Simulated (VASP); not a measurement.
# Sc2GaN2 (P4/mmm) in VASP: notebook, part 2 of 2

VASP 6.6.1. Earlier steps stand in the parts before.

## (4) Relaxation of cell and atoms, PBE

INCAR reads:

```
SYSTEM = Sc2GaN2
ALGO = Normal
EDIFF = 1E-6
EDIFFG = -0.04
ENCUT = 600
GGA = PE
IBRION = 2
ISIF = 3
ISMEAR = 0
LASPH = .TRUE.
LCHARG = .FALSE.
LREAL = .FALSE.
LWAVE = .FALSE.
NELM = 100
NSW = 90
PREC = Accurate
SIGMA = 0.1
```

KPOINTS reads:

```
k-points
0
G
  6 6 4
  0 0 0
```

POSCAR reads:

```
Sc2GaN2
1.0
    3.5401859800      0.0000000000      0.0000000000
    0.0000000000      3.5401859800      0.0000000000
    0.0000000000      0.0000000000      4.1086100700
Sc Ga N
2 1 2
Direct
    0.5000000000      0.5000000000      0.5000000000
    0.5000000000      0.5000000000      0.0000000000
    0.0000000000      0.0000000000      0.0000000000
    0.5000000000      0.5000000000      0.2054601900
    0.5000000000      0.5000000000      0.7945398100
```

Potentials or basis: VASP PAW PBE potentials, release 64 (Sc_sv, Ga_d, N).

Run with:

```console
$ cat potpaw_PBE.64/Sc_sv/POTCAR potpaw_PBE.64/Ga_d/POTCAR potpaw_PBE.64/N/POTCAR > POTCAR
$ mpirun -np 1 vasp_std > vasp.out
```

OUTCAR:

```text
SYSTEM = Sc2GaN2
   EDIFF = 1E-6
   EDIFFG = -0.04
   ENCUT = 600
   GGA = PE
   IBRION = 2
   ISIF = 3
   ISMEAR = 0
   LASPH = .TRUE.
   LREAL = .FALSE.
   NELM = 100
   NSW = 90
   PREC = Accurate

 ion  position               nearest neighbor table
   1  0.500  0.500  0.500-   4 1.21   5 1.21   2 2.05   2 2.05
   2  0.500  0.500  0.000-   4 0.84   5 0.84   1 2.05   1 2.05   3 2.50   3 2.50   3 2.50   3 2.50

   3  0.000  0.000  0.000-   2 2.50   2 2.50   2 2.50   2 2.50
   4  0.500  0.500  0.205-   2 0.84   1 1.21   5 1.69
   5  0.500  0.500  0.795-   2 0.84   1 1.21   4 1.69

 -----------------------------------------------------------------------------
|                                                                             |
|           W    W    AA    RRRRR   N    N  II  N    N   GGGG   !!!           |
|           W    W   A  A   R    R  NN   N  II  NN   N  G    G  !!!           |
|           W    W  A    A  R    R  N N  N  II  N N  N  G       !!!           |
|           W WW W  AAAAAA  RRRRR   N  N N  II  N  N N  G  GGG   !            |
|           WW  WW  A    A  R   R   N   NN  II  N   NN  G    G                |
|           W    W  A    A  R    R  N    N  II  N    N   GGGG   !!!           |
|                                                                             |
|     The distance between some ions is very small. Please check the          |
|     nearest-neighbor list in the OUTCAR file.                               |
|     I HOPE YOU KNOW WHAT YOU ARE DOING!                                     |
[... 271 lines left out ...]

 number of electron      45.0001444 magnetization

------------------------ aborting loop EDIFF was not reached (unconverged)  ----------------------------

  FORCE on cell =-STRESS in cart. coord.  units (eV):
  Direction    XX          YY          ZZ          XY          YZ          ZX
  --------------------------------------------------------------------------------------
  -------------------------------------------------------------------------------------
  Total      -33.8958475    -33.8958475   -758.1269909      0.0000000      0.0000000     -0.0000000
  in kB     -242.3087464   -242.3087464  -5419.5665314      0.0000000      0.0000000     -0.0000000
  external PRESSURE =   -1968.0613414 kB  Pullay stress =       0.0000000 kB
[... 2208 lines left out ...]
     26       6.8086      0.00000
     27       7.8649      0.00000

 [... further k-points ...]

[... ionic steps 4 to 38 ...]

--------------------------------------- Ionic step       39  -------------------------------------------

 number of electron      45.0000002 magnetization

------------------------ aborting loop because EDIFF is reached ----------------------------------------
[... 73 lines left out ...]
--------------------------------------- Ionic step       41  -------------------------------------------

 number of electron      45.0000002 magnetization

 Free energy of the ion-electron system (eV)
  ---------------------------------------------------
  ext. energy  EPLUGINS =         0.00000000
  ---------------------------------------------------
  free energy    TOTEN  =       -27.08668446 eV

  energy without entropy =      -27.06120626  energy(sigma->0) =      -27.07394536

 E-fermi :   1.8644     XC(G=0):  -8.4213

 val. band max:        1.8396658160   @ k =   0.5000   0.0000   0.2500
 cond. band min:       1.8823231464   @ k =   0.5000   0.1667   0.2500
 fundamental gap:      0.0426573304
 Fermi energy:         1.8644396317
[... 752 lines left out ...]
  FREE ENERGIE OF THE ION-ELECTRON SYSTEM (eV)
  ---------------------------------------------------
  free  energy   TOTEN  =       -27.0866844580 eV

  energy  without entropy=      -27.0612062608  energy(sigma->0) =      -27.07394536

 reached required accuracy - stopping structural energy minimisation
```

OSZICAR:

```text
N       E                     dE             d eps       ncg     rms          rms(c)
DAV:   1     0.915256095717E+03    0.91526E+03   -0.26610E+04  1764   0.287E+03
DAV:   2     0.253448441365E+03   -0.66181E+03   -0.65131E+03  1668   0.763E+02
DAV:   3     0.141325696683E+03   -0.11212E+03   -0.10883E+03  2412   0.322E+02
[... 652 lines left out ...]
DAV:   2    -0.270238797948E+02    0.16176E-01   -0.11289E-01  2229   0.202E+00    0.479E-01
DAV:   3    -0.270203669356E+02    0.35129E-02   -0.37968E-02  2255   0.107E+00    0.263E-01
DAV:   4    -0.270191952130E+02    0.11717E-02   -0.40526E-03  2270   0.355E-01    0.109E-01
DAV:   5    -0.270190174070E+02    0.17781E-03   -0.39443E-04  2409   0.151E-01    0.186E-02
DAV:   6    -0.270190137753E+02    0.36317E-05   -0.46143E-05  2036   0.531E-02    0.901E-03
DAV:   7    -0.270190135129E+02    0.26242E-06   -0.33637E-06  1699   0.132E-02
  34 F= -.27019014E+02 E0
```

CONTCAR:

```text
Sc2GaN2
   1.00000000000000
     3.9988380543954922    0.0000000000000000    0.0000000000000000
    -0.0000000000000000    3.9988380543954922   -0.0000000000000000
     0.0000000000000000    0.0000000000000000    7.3604013106696904
  Sc              Ga              N
     2     1     2
Direct
     0.5000000000000000    0.5000000000000000    0.5000000000000000
     0.5000000000000000    0.5000000000000000    0.0000000000000000
     0.0000000000000000    0.0000000000000000    0.0000000000000000
     0.5000000000000000    0.5000000000000000    0.7482988478123761
     0.5000000000000000    0.5000000000000000    0.2517011521876237

  0.00000000E+00  0.00000000E+00  0.00000000E+00
  0.00000000E+00  0.00000000E+00  0.00000000E+00
  0.00000000E+00  0.00000000E+00  0.00000000E+00
  0.00000000E+00  0.00000000E+00  0.00000000E+00
  0.00000000E+00  0.00000000E+00  0.00000000E+00
```

Run time: 40 min. Hardware: 1 thread of Intel Xeon 8259CL, shared host; peak memory 0.22 GiB.

What came out:

- Free energy: -27.0867 eV
- Relaxed volume: 23.54 Å³/atom
- Relaxed cell: a = 3.999 Å, b = 3.999 Å, c = 7.360 Å, α = 90.00°, β = 90.00°, γ = 90.00°
- Space group after relaxing (to 0.1 Å): P4/mmm (No. 123)
- Pressure after relaxing: 0.0 GPa
- Band gap on the k mesh: zero (an odd number of electrons rules out a gap without spin polarisation)

Final structure:
```xyz
5
Lattice="3.9988 0.0000 0.0000 0.0000 3.9988 0.0000 0.0000 0.0000 7.3604" Properties=species:S:1:pos:R:3 pbc="T T T"
Sc    1.9994    1.9994    3.6802
Sc    1.9994    1.9994    0.0000
Ga    0.0000    0.0000    0.0000
N     1.9994    1.9994    5.5078
N     1.9994    1.9994    1.8526
```

Levels at points of the mesh, in eV from the Fermi level:
```csv
k point,band 20,band 21,band 22,band 23,band 24,band 25
"(0.00, 0.00, 0.00)",-1.33,-1.33,-1.12,0.38,0.72,1.15
"(0.50, 0.00, 0.00)",-2.17,-1.64,-1.10,0.16,0.50,0.90
"(0.50, 0.50, 0.00)",-2.64,-2.64,0.66,0.66,0.70,1.15
"(0.00, 0.00, 0.50)",-2.01,-2.01,-1.72,-1.24,0.87,0.98
"(0.50, 0.00, 0.50)",-2.07,-1.95,-1.92,-1.66,0.17,0.47
"(0.50, 0.50, 0.50)",-2.76,-1.88,-1.61,0.14,0.14,0.40
```

Caveat: the k points lie up to 0.26 Å⁻¹ apart in the final cell, too coarse for converged energies and pressures of a metal; the volume moved by over 15 % at a fixed basis, so the end points are rough.

## (5) Single point, PBE

This run uses another cell than the first one, of 26.95 Å³/atom.

INCAR reads:

```
PREC = Accurate ; ENCUT = 520
EDIFF = 1E-6 ; ISMEAR = 0
SIGMA = 0.1 ; LREAL = False
LASPH = True ; NELM = 100
ALGO = Normal ; ISIF = 2
LWAVE = False ; LCHARG = True
GGA = PE ; LELF = True
LVHAR = True ; NBANDS = 30
```

KPOINTS reads:

```
regular mesh
0
Gamma
  10 10 6
```

POSCAR reads:

```
Sc2GaN2
1.0
    4.1660005961      0.0000000000      0.0000000000
    0.0000000000      4.1660005961      0.0000000000
    0.0000000000      0.0000000000      7.7636227666
Sc Ga N
2 1 2
Direct
    0.5000000000      0.5000000000      0.5000000000
    0.5000000000      0.5000000000      0.0000000000
    0.0000000000      0.0000000000      0.0000000000
    0.5000000000      0.5000000000      0.2524166668
    0.5000000000      0.5000000000      0.7475833332
```

Run with:

```console
$ cat potpaw_PBE.64/Sc_sv/POTCAR potpaw_PBE.64/Ga_d/POTCAR potpaw_PBE.64/N/POTCAR > POTCAR
$ mpirun -np 1 vasp_std > vasp.out
```

It took 6.9 min on 1 thread of Intel Xeon 8259CL, shared host; peak memory 0.46 GiB.

The run converged. Its results:

```yaml
Free_energy: -29.8508 eV
Pressure: 0.2 GPa
Largest_force: 0.015 eV/Å
Band_gap_on_the_k_mesh: zero (an odd number of electrons rules out a gap without spin polarisation)
```

Forces on the atoms (eV/Å):
```
Sc   0.000  0.000  0.000
Sc   0.000  0.000  0.000
Ga   0.000  0.000  0.000
N    0.000  0.000 -0.015
N    0.000  0.000  0.015
```

Stress tensor (GPa, compression positive):
```
-0.06  0.00  0.00
 0.00 -0.06  0.00
 0.00  0.00  0.71
```

Levels at points of the mesh, in eV from the Fermi level:
```tsv
k point	band 19	band 20	band 21	band 22	band 23	band 24	band 25	band 26
(0.00, 0.00, 0.00)	-1.66	-0.63	-0.59	-0.59	0.09	1.04	1.34	1.45
(0.50, 0.00, 0.00)	-1.59	-1.59	-0.99	-0.35	0.31	0.48	0.75	1.89
(0.50, 0.50, 0.00)	-2.21	-1.85	-1.85	0.38	0.93	0.93	0.97	2.34
(0.00, 0.00, 0.50)	-1.33	-1.33	-1.08	-1.08	-0.82	1.15	1.21	1.98
(0.50, 0.00, 0.50)	-1.79	-1.52	-1.39	-1.18	-0.99	0.48	0.71	1.90
(0.50, 0.50, 0.50)	-1.77	-1.77	-1.75	-1.50	0.45	0.45	0.79	2.50
```

## (6) Overview

```tsv
task	cell	k mesh	cutoff (eV)	gap on the mesh (eV)	pressure (GPa)	largest force (eV/Å)
single point	a = 4.168, b = 4.168, c = 7.776 Å, 5 atoms, atomic positions A	6 × 6 × 4	520	none	0.4	0.01
relaxation of cell and atoms	relaxed from a = 3.540, b = 3.540, c = 4.109 Å, 5 atoms, atomic positions B	6 × 6 × 4	600	none	0.0	-
single point	a = 4.166, b = 4.166, c = 7.764 Å, 5 atoms, atomic positions C	10 × 10 × 6	520	none	0.2	0.01
```

Alike in all rows: level PBE; potentials or basis VASP PAW PBE potentials, release 64 (Sc_sv, Ga_d, N); no spin polarisation; smearing gaussian 0.1 eV.

Caveats: some runs use coarse meshes; the volume moved by over 15 % at a fixed basis, so the end points are rough (at least some runs).

Total energies depend on the potentials used, so only differences within one code and one set of settings carry meaning.

The gap in the log of VASP goes by the Fermi energy; the results here count the filled bands.